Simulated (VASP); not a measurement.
# Si (a cell with a defect) in VASP: a series of runs

Si (a cell with a defect) is run at these levels: PBE+D3(BJ); tasks: single point.

Program: VASP 6.6.1. These are calculated values, not measurements. Logs are shortened: lines on timing, memory, paths and dates and some standing lists are left out, and cuts for length are marked.

**1. The cell of the first run**

The cell holds a defect, 17 atoms: a = 7.679 Å, b = 7.679 Å, c = 7.679 Å, α = 60.00°, β = 60.00°, γ = 60.00°.

**2. Single point, PBE+D3(BJ)**

INCAR reads:

```
  ALGO = Normal
  EDIFF = 1E-6
  ENCUT = 520
  GGA = PE
  ISIF = 2
  ISMEAR = -1
  IVDW = 12
  LASPH = T
  LCHARG = T
  LELF = T
  LREAL = Auto
  LVHAR = T
  LWAVE = F
  NBANDS = 48
  NELM = 80
  PREC = Accurate
  SIGMA = 0.02
```

KPOINTS reads:

```
k-points
0
Gamma
  2 2 2
```

POSCAR reads:

```
Si
1.0
    0.0000000000      5.4300000000      5.4300000000
    5.4300000000      0.0000000000      5.4300000000
    5.4300000000      5.4300000000      0.0000000000
Si
17
Direct
    0.0037108656     -0.0128084715      0.0332504604
    0.1070165746      0.2022651934      0.1098895028
   -0.0059300184      0.0138121547      0.4702025783
    0.0569705341      0.1199171271      0.6600460405
   -0.0466482505      0.5490976059     -0.0180294659
    0.0844843462      0.6189963168      0.1459576427
    0.0127808471      0.5127440147      0.5077900552
    0.1426335175      0.6386556169      0.6202946593
    0.4897053407      0.0766114180     -0.0595395948
    0.6565009208      0.1612891344      0.0645672192
    0.4558655617      0.0284806630      0.4345027624
    0.5935267035      0.1210773481      0.5924217311
    0.4805709024      0.5789871087     -0.0341436464
    0.5849539595      0.6855616943      0.1223204420
    0.4867403315      0.5302946593      0.4757642726
    0.6247145488      0.6631860037      0.5905340700
    0.2131952118      0.2854788214      0.7136740331
```

Potentials or basis: VASP PAW PBE potentials, release 64 (Si).

The run is started by

```console
> cat potpaw_PBE.64/Si/POTCAR > POTCAR
> mpirun -np 1 vasp_std > vasp.out
```

OUTCAR:

```text
EDIFF = 1E-6
   ENCUT = 520
   GGA = PE
   ISIF = 2
   ISMEAR = -1
   IVDW = 12
   LASPH = T
   LREAL = Auto
   NELM = 80
   PREC = Accurate
 IVDW          = 12

 ion  position               nearest neighbor table
   1  0.004  0.987  0.033-  10 2.25   6 2.34   4 2.40   2 2.54  17 2.82
   2  0.107  0.202  0.110-   5 2.20   3 2.31   9 2.42  17 2.54   1 2.54
   3  0.994  0.014  0.470-   4 2.30   2 2.31   8 2.37  12 2.52
   4  0.057  0.120  0.660-   3 2.30   1 2.40  17 2.40   7 2.54  11 2.58  10 3.11
   5  0.953  0.549  0.982-   2 2.20   8 2.31   6 2.32  14 2.32  17 2.89
   6  0.084  0.619  0.146-   7 2.31   5 2.32   1 2.34  13 2.56
   7  0.013  0.513  0.508-  17 2.21   8 2.31   6 2.31  16 2.45   4 2.54
   8  0.143  0.639  0.620-  15 2.17  17 2.27   7 2.31   5 2.31   3 2.37
   9  0.490  0.077  0.940-  12 2.26  10 2.38   2 2.42  14 2.48  17 2.76
  10  0.657  0.161  0.065-   1 2.25   9 2.38  11 2.40  13 2.64   4 3.11
  11  0.456  0.028  0.435-  16 2.35  10 2.40  12 2.45   4 2.58  17 2.92
  12  0.594  0.121  0.592-   9 2.26  17 2.40  11 2.45   3 2.52  15 2.59
  13  0.481  0.579  0.966-  14 2.31  16 2.37   6 2.56  10 2.64
  14  0.585  0.686  0.122-  15 2.23  13 2.31   5 2.32   9 2.48
  15  0.487  0.530  0.476-   8 2.17  14 2.23  16 2.42  12 2.59  17 2.82
  16  0.625  0.663  0.591-  11 2.35  13 2.37  15 2.42   7 2.45
  17  0.213  0.285  0.714-   7 2.21   8 2.27  12 2.40   4 2.40   2 2.54   9 2.76  15 2.82   1 2.82
                             5 2.89  11 2.92

  LATTYP: Found a face centered cubic cell.
 ALAT       =    10.8600000000

  Lattice vectors:

 A1 = (   0.0000000000,   5.4300000000,   5.4300000000)
 A2 = (   5.4300000000,   0.0000000000,   5.4300000000)
 A3 = (   5.4300000000,   5.4300000000,   0.0000000000)

Analysis of symmetry for initial positions (statically):
=====================================================================
 Subroutine PRICEL returns:
 Original cell was already a primitive cell.

 Routine SETGRP: Setting up the symmetry group for a
 face centered cubic supercell.

 Subroutine GETGRP returns: Found  1 space group operations
 (whereof  1 operations were pure point group operations)
 out of a pool of 48 trial point group operations.

The static configuration has the point symmetry C_1 .

Analysis of symmetry for dynamics (positions and initial velocities):
=====================================================================
 Subroutine PRICEL returns:
 Original cell was already a primitive cell.

 Routine SETGRP: Setting up the symmetry group for a
 face centered cubic supercell.

 Subroutine GETGRP returns: Found  1 space group operations
 (whereof  1 operations were pure point group operations)
 out of a pool of 48 trial point group operations.

The dynamic configuration has the point symmetry C_1 .

 Subroutine INISYM returns: Found  1 space group operations
 (whereof  1 operations are pure point group operations),
 and found     1 'primitive' translations

----------------------------------------------------------------------------------------

                                     Primitive cell

  volume of cell :     320.2060

  direct lattice vectors                    reciprocal lattice vectors
     0.000000000  5.430000000  5.430000000    -0.092081031  0.092081031  0.092081031
     5.430000000  0.000000000  5.430000000     0.092081031 -0.092081031  0.092081031
     5.430000000  5.430000000  0.000000000     0.092081031  0.092081031 -0.092081031

  length of vectors
     7.679179644  7.679179644  7.679179644     0.159489025  0.159489025  0.159489025

  position of ions in fractional coordinates (direct lattice)
     0.003710866  0.987191528  0.033250460
     0.107016575  0.202265193  0.109889503
     0.994069982  0.013812155  0.470202578
     0.056970534  0.119917127  0.660046040
     0.953351750  0.549097606  0.981970534
     0.084484346  0.618996317  0.145957643
[... 9 lines left out ...]
     0.624714549  0.663186004  0.590534070
     0.213195212  0.285478821  0.713674033

  ion indices of the primitive-cell ions
   primitive index   ion index
                 1           1
                 2           2
                 3           3
                 4           4
                 5           5
                 6           6
[... 9 lines left out ...]
                16          16
                17          17

----------------------------------------------------------------------------------------

 KPOINTS: k-points

Automatic generation of k-mesh.
 Grid dimensions read from file:
 generate k-points for:    2    2    2

 Generating k-lattice:

  Cartesian coordinates                     Fractional coordinates (reciprocal lattice)
    -0.046040516  0.046040516  0.046040516     0.500000000  0.000000000  0.000000000
     0.046040516 -0.046040516  0.046040516     0.000000000  0.500000000  0.000000000
     0.046040516  0.046040516 -0.046040516     0.000000000  0.000000000  0.500000000

  Length of vectors
[... 40 lines left out ...]
   EDIFFG = 0.1E-04   stopping-criterion for IOM
   NSW    =      0    number of steps for IOM
   IBRION =     -1    ionic relax: 0-MD 1-quasi-New 2-CG
   NFREE  =      0    steps in history (QN), initial steepest desc. (CG)
   ISIF   =      2    stress and relaxation
   ISYM   =      2    0-nonsym 1-usesym 2-fastsym
   POTIM  = 0.5000    time-step for ionic-motion
   TEBEG  =    0.0;   TEEND  =   0.0 temperature during run
   PSTRESS=    0.0 pullay stress
   NELECT =      68.0000    total number of electrons
   NUPDOWN=      -1.0000    fix difference up-down
   EMIN   =  10.00;   EMAX   =-10.00  energy-range for DOS
   EFERMI =   0.00;   METHOD = LEGACY
   ISMEAR =    -1;   SIGMA  =   0.02  broadening in eV -4-tet -1-fermi 0-gaus
   EFERMI_NEDOS =   21; number of points for ismear=-14 and -15
   IALGO  =     38    algorithm
   IMIX   =      4    mixing-type and parameters
     AMIX     =   0.40;   BMIX     =  1.00
     AMIX_MAG =   1.60;   BMIX_MAG =  1.00
  volume/ion in A,a.u.               =      18.84       127.11
  Fermi-wavevector in a.u.,A,eV,Ry     =   0.976715  1.845724 12.979587  0.953973
  Thomas-Fermi vector in A             =   2.107356
   LORBIT       =      0    0 simple, 1 ext, 2 COOP (PROOUT), +10 PAW based schemes
   GGA     = PE    functional components
   LHFCALC =     F    Hartree Fock is set to
   AEXX    =    0.0000 exact exchange contribution
   IVDW    =    12    specifies the selected vdW correction
   LEPSILON=     F    determine dielectric tensor
   LRPA    =     F    only Hartree local field effects (RPA)
 non-spin polarized calculation
  energy-cutoff  :      520.00
  volume of cell :      320.21
 maximum number of plane-waves:      8646
 NGX is ok and might be reduce to    60
   NGX = 29   NGY = 29   NGZ = 29

 number of electron      68.0000000 magnetization

 Free energy of the ion-electron system (eV)
  ---------------------------------------------------
  ext. energy  EPLUGINS =         0.00000000
  ---------------------------------------------------
  free energy    TOTEN  =       -84.97798707 eV

  energy without entropy =      -84.96908334  energy(sigma->0) =      -84.97353521

 E-fermi :   6.7125     XC(G=0):  -9.7262

 val. band max:        6.6995194255   @ k =   0.0000   0.0000   0.0000
 cond. band min:       6.7415015227   @ k =   0.0000   0.5000   0.5000
 fundamental gap:      0.0419820972
 Fermi energy:         6.7125248668

 k-point     1 :       0.0000    0.0000    0.0000
  band No.  band energies     occupation
      1      -6.5603      2.00000
      2      -4.1266      2.00000
      3      -3.8101      2.00000
      4      -3.6173      2.00000
      5      -3.4846      2.00000
      6      -2.7365      2.00000
[... 38 lines left out ...]
     45       8.4252      0.00000
     46       8.8978      0.00000

 k-point     2 :       0.5000    0.0000    0.0000
  band No.  band energies     occupation
      1      -6.2972      2.00000
      2      -4.8605      2.00000
      3      -3.7943      2.00000
      4      -3.6303      2.00000
      5      -3.4195      2.00000
      6      -2.9002      2.00000
[... 286 lines left out ...]
 k-point     8 :       0.5000    0.0000    0.5000
  band No.  band energies     occupation
      1      -6.1843      2.00000
      2      -4.6875      2.00000
      3      -4.1596      2.00000
      4      -4.0654      2.00000
      5      -3.8182      2.00000
      6      -3.2587      2.00000
[... 38 lines left out ...]
     45      10.0621      0.00000
     46      10.2243      0.00000
 [bands above 46 left out]

------------------------ aborting loop because EDIFF is reached ----------------------------------------

 Edisp (eV)   -5.66574

 E8    (eV) :    -2.3411

  FORCE on cell =-STRESS in cart. coord.  units (eV):
  Direction    XX          YY          ZZ          XY          YZ          ZX
  --------------------------------------------------------------------------------------
  -------------------------------------------------------------------------------------
  Total       4.56195     7.28643     1.71111     1.00646    -1.76843    -1.07039
  in kB      22.82610    36.45828     8.56169     5.03589    -8.84847    -5.35579
  external pressure =       22.62 kB  Pullay stress =        0.00 kB

 VOLUME and BASIS-vectors are now :
 -----------------------------------------------------------------------------
  energy-cutoff  :      520.00
  volume of cell :      320.21
      direct lattice vectors                 reciprocal lattice vectors
     0.000000000  5.430000000  5.430000000    -0.092081031  0.092081031  0.092081031
     5.430000000  0.000000000  5.430000000     0.092081031 -0.092081031  0.092081031
     5.430000000  5.430000000  0.000000000     0.092081031  0.092081031 -0.092081031

 POSITION                                       TOTAL-FORCE (eV/Angst)
 -----------------------------------------------------------------------------------
      5.54100      0.20070      5.38060         0.166491      0.225614      0.713269
      1.69500      1.17780      1.67940        -1.962501      1.009170     -1.084246
      2.62820      7.95100      5.47280         0.493405     -0.479399     -0.871076
      4.23520      3.89340      0.96050        -0.279452      0.272378      0.842208
      8.31370     10.50880      8.15830         1.215961     -0.486096      0.563256
      4.15370      1.25130      3.81990        -0.580342      0.665831      1.725804
[... 9 lines left out ...]
      6.80770      6.59880      6.99330        -0.066005      0.259658     -0.257474
      5.42540      5.03290      2.70780        -1.242466      2.516253     -1.279629
 -----------------------------------------------------------------------------------
    total drift:                               -0.002476     -0.000107     -0.001907

  FREE ENERGIE OF THE ION-ELECTRON SYSTEM (eV)
  ---------------------------------------------------
  free  energy   TOTEN  =       -90.6437261307 eV

  energy  without entropy=      -90.6348224012  energy(sigma->0) =      -90.63927427
```

Wall time 5.8 min (1 thread of Intel Xeon 8259CL, shared host); peak memory 0.48 GiB.

Results:

| Property | Result |
| --- | --- |
| Free energy | -90.6437 eV |
| Pressure | 2.3 GPa |
| Largest force | 3.456 eV/Å |
| Band gap on the k mesh | zero (bands 34 and 35 overlap by 0.23 eV) |
| Dispersion energy per atom | -0.333 eV |

Forces on the atoms (eV/Å):
```
Si   0.166  0.226  0.713
Si  -1.963  1.009 -1.084
Si   0.493 -0.479 -0.871
Si  -0.279  0.272  0.842
Si   1.216 -0.486  0.563
Si  -0.580  0.666  1.726
Si   0.053 -3.194 -1.319
Si   2.610 -2.019  0.555
Si   0.526  1.588 -0.962
Si   1.518 -1.450 -0.287
Si   0.517  0.231  0.047
Si  -0.621 -0.500  1.660
Si  -0.936  0.038 -1.616
Si  -0.173 -1.560  1.103
Si  -1.240  2.884  0.468
Si  -0.066  0.260 -0.257
Si  -1.242  2.516 -1.280
```

Stress tensor (GPa, compression positive):
```
 2.28  0.50 -0.54
 0.50  3.65 -0.88
-0.54 -0.88  0.86
```

Caveat: the k points lie up to 0.50 Å⁻¹ apart.

**3. Single point, PBE+D3(BJ)**

INCAR reads:

```
SYSTEM = Si
PREC = Accurate
ENCUT = 520
EDIFF = 1E-6
ISMEAR = -1
SIGMA = 0.02
LREAL = Auto
LASPH = .True.
NELM = 60
ALGO = Normal
ISIF = 2
LWAVE = .False.
LCHARG = .True.
GGA = PE
IVDW = 12
LELF = .True.
LVHAR = .True.
NBANDS = 48
```

KPOINTS reads:

```
regular mesh
0
Gamma
  2 2 2
  0 0 0
```

POSCAR reads:

```
Si
1.0
    0.0000000000      5.4300000000      5.4300000000
    5.4300000000      0.0000000000      5.4300000000
    5.4300000000      5.4300000000      0.0000000000
Si
17
Direct
   -0.0603038674      0.1212246777     -0.0720718232
   -0.0404143646      0.2599723757      0.1705432781
   -0.0144935543      0.0050276243      0.4808287293
    0.0665101289      0.2179097606      0.5338213628
    0.0085359116      0.5760128913     -0.0453314917
    0.1102025783      0.7380662983      0.0704235727
   -0.0916574586      0.6126151013      0.4276979742
    0.0668692449      0.6508839779      0.6084530387
    0.5019613260      0.0687016575     -0.0918508287
    0.5457182320      0.1698987109      0.1219429098
    0.4145395948      0.0839318600      0.4856261510
    0.6599539595      0.2266942910      0.5269889503
    0.4794290976      0.5401657459     -0.0120994475
    0.6391436464      0.6953130755      0.0689594843
    0.4927071823      0.5909208103      0.4311970534
    0.5582136280      0.7046777164      0.6125230203
    0.1995672192      0.2729558011      0.8196961326
```

Potentials or basis: VASP PAW PBE potentials, release 64 (Si).

The run is started by

```console
> cat potpaw_PBE.64/Si/POTCAR > POTCAR
> mpirun -np 1 vasp_std > vasp.out
```

It took 5.9 min on 1 thread of Intel Xeon 8259CL, shared host; peak memory 0.49 GiB.

The run converged. Its results:

| Quantity | Value |
| --- | --- |
| Free energy | -90.5021 eV |
| Pressure | 2.1 GPa |
| Largest force | 2.751 eV/Å |
| Band gap on the k mesh | zero (bands 34 and 35 overlap by 0.32 eV) |
| Dispersion energy per atom | -0.332 eV |

Forces on the atoms (eV/Å):
```
Si  -0.055  0.143 -0.950
Si  -0.583 -0.120 -1.172
Si  -0.576  0.831  1.262
Si   1.921 -0.610 -0.444
Si   1.559 -0.212  0.898
Si   0.050 -0.537  0.005
Si  -0.954  1.891  0.396
Si  -2.340  0.454  0.444
Si  -0.003  0.558  0.249
Si  -0.699 -0.189  1.527
Si   0.101  1.999  1.420
Si   0.751 -1.639 -2.078
Si   0.607  0.060  0.770
Si  -0.733 -1.223 -0.530
Si   1.067 -0.495 -1.456
Si   0.821 -0.587 -0.336
Si  -0.932 -0.326 -0.005
```

Stress tensor (GPa, compression positive):
```
 2.15 -1.35 -1.77
-1.35  2.62 -1.35
-1.77 -1.35  1.61
```

Levels at points of the mesh, in eV from the Fermi level:
```tsv
k point	band 30	band 31	band 32	band 33	band 34	band 35	band 36	band 37	band 38	band 39
(0.00, 0.00, 0.00)	-0.98	-0.97	-0.86	-0.41	-0.33	-0.06	0.04	0.29	0.52	0.59
(0.50, 0.00, 0.00)	-1.27	-1.06	-0.72	-0.67	-0.15	0.02	0.53	0.88	1.18	1.32
(0.00, 0.50, 0.00)	-1.39	-1.10	-0.87	-0.61	-0.25	0.30	0.56	0.85	1.06	1.38
(0.00, 0.00, 0.50)	-1.28	-0.92	-0.68	-0.51	-0.16	0.31	0.53	0.83	0.89	1.20
(0.50, 0.50, 0.50)	-1.28	-1.11	-0.90	-0.82	-0.23	0.42	0.71	0.89	0.95	1.21
(0.50, 0.50, 0.00)	-1.53	-1.36	-1.13	-0.86	-0.02	0.49	1.10	1.27	1.53	1.70
(0.00, 0.50, 0.50)	-1.45	-1.33	-1.11	-0.81	-0.05	0.50	1.18	1.34	1.52	1.79
(0.50, 0.00, 0.50)	-1.58	-1.53	-1.22	-0.98	0.26	0.66	1.06	1.25	1.51	1.83
```

Caveat: the k points lie up to 0.50 Å⁻¹ apart.

**4. Single point, PBE+D3(BJ)**

INCAR reads:

```
ALGO = Normal
EDIFF = 1E-6
ENCUT = 520
GGA = PE
ISIF = 2
ISMEAR = -1
IVDW = 12
LASPH = T
LCHARG = F
LREAL = Auto
LWAVE = F
NBANDS = 48
NELM = 80
PREC = Accurate
SIGMA = 0.02
```

KPOINTS reads:

```
k-points
0
Gamma
  2 2 2
```

POSCAR reads:

```
Si
1.0
    0.0000000000      5.4300000000      5.4300000000
    5.4300000000      0.0000000000      5.4300000000
    5.4300000000      5.4300000000      0.0000000000
Si
17
Direct
   -0.1123296501      0.0496040516     -0.1166574586
   -0.1989410681      0.3281675875      0.1558471455
   -0.0000460405      0.0713720074      0.3847605893
    0.0390055249      0.2982136280      0.5039410681
   -0.0925506446      0.6565469613     -0.0317587477
   -0.0010957643      0.7324401473      0.1325138122
   -0.0790883978      0.6346500921      0.4816666667
    0.1145488029      0.6920073665      0.5794843462
    0.4358103131      0.0625874770     -0.0706353591
    0.5028084715      0.2694198895      0.0092173112
    0.4796685083      0.1242909761      0.4277716390
    0.6145764273      0.2064917127      0.5798434622
    0.4283977901      0.5802394107      0.0067771639
    0.5427716390      0.7122191529      0.1499907919
    0.4771639042      0.5730755064      0.5331307551
    0.5300552486      0.7838489871      0.6358931860
    0.0885727440      0.2504696133      0.8824769797
```

The run is started by

```console
> cat potpaw_PBE.64/Si/POTCAR > POTCAR
> mpirun -np 1 vasp_std > vasp.out
```

Run time: 6.7 min. Hardware: 1 thread of Intel Xeon 8259CL, shared host; peak memory 0.47 GiB.

It converged, with:

- Free energy: -88.8274 eV
- Pressure: 1.4 GPa
- Largest force: 3.225 eV/Å
- Band gap on the k mesh: zero (bands 34 and 35 overlap by 0.44 eV)
- Dispersion energy per atom: -0.337 eV

Forces on the atoms (eV/Å):
```
Si   1.109 -1.128  0.961
Si   0.294 -0.285 -0.382
Si   1.257  0.469  0.526
Si  -2.054  1.746 -1.403
Si  -2.543 -1.798 -0.648
Si  -0.020  1.980  2.543
Si   1.562 -0.524 -0.944
Si   1.404  0.806 -0.130
Si   0.876 -0.528 -0.883
Si  -1.744  2.191 -1.101
Si   0.614 -2.177  0.397
Si  -0.652  0.100  0.780
Si   2.642 -1.389  1.221
Si  -0.081  0.107 -0.672
Si  -0.479 -0.922  0.236
Si  -1.162  1.427 -0.803
Si  -1.022 -0.074  0.301
```

Stress tensor (GPa, compression positive):
```
 1.91  2.15  3.00
 2.15  0.71 -2.26
 3.00 -2.26  1.70
```

Levels at points of the mesh, in eV from the Fermi level:
| k point | band 32 | band 33 | band 34 | band 35 | band 36 | band 37 |
| --- | --- | --- | --- | --- | --- | --- |
| (0.00, 0.00, 0.00) | -0.60 | -0.39 | -0.17 | -0.14 | 0.27 | 0.34 |
| (0.50, 0.00, 0.00) | -1.03 | -0.72 | -0.29 | -0.06 | 0.47 | 0.51 |
| (0.00, 0.50, 0.00) | -0.69 | -0.61 | -0.09 | 0.24 | 0.38 | 0.84 |
| (0.00, 0.00, 0.50) | -0.86 | -0.53 | -0.20 | 0.06 | 0.42 | 0.83 |
| (0.50, 0.50, 0.50) | -0.77 | -0.42 | 0.00 | 0.35 | 0.67 | 0.95 |
| (0.50, 0.50, 0.00) | -0.79 | -0.31 | -0.03 | 0.19 | 0.91 | 1.06 |
| (0.00, 0.50, 0.50) | -0.90 | -0.45 | 0.30 | 0.48 | 0.79 | 0.80 |
| (0.50, 0.00, 0.50) | -0.85 | -0.75 | -0.03 | 0.35 | 0.85 | 1.05 |

Caveat: the k points lie up to 0.50 Å⁻¹ apart.

**5. Overview**

| cell | gap on the mesh (eV) | pressure (GPa) | largest force (eV/Å) |
| --- | --- | --- | --- |
| as given, atomic positions A | none | 2.3 | 3.46 |
| as given, atomic positions B | none | 2.1 | 2.75 |
| as given, atomic positions C | none | 1.4 | 3.23 |

Alike in all rows: task single point; level PBE+D3(BJ); potentials or basis VASP PAW PBE potentials, release 64 (Si); no spin polarisation; k mesh 2 × 2 × 2; cutoff (eV) 520; smearing fermi-dirac 0.02 eV.

Caveats: all runs use coarse meshes.

Absolute energies hang on the potentials; compare differences alone.

The gap in the log of VASP goes by the Fermi energy; the results here count the filled bands.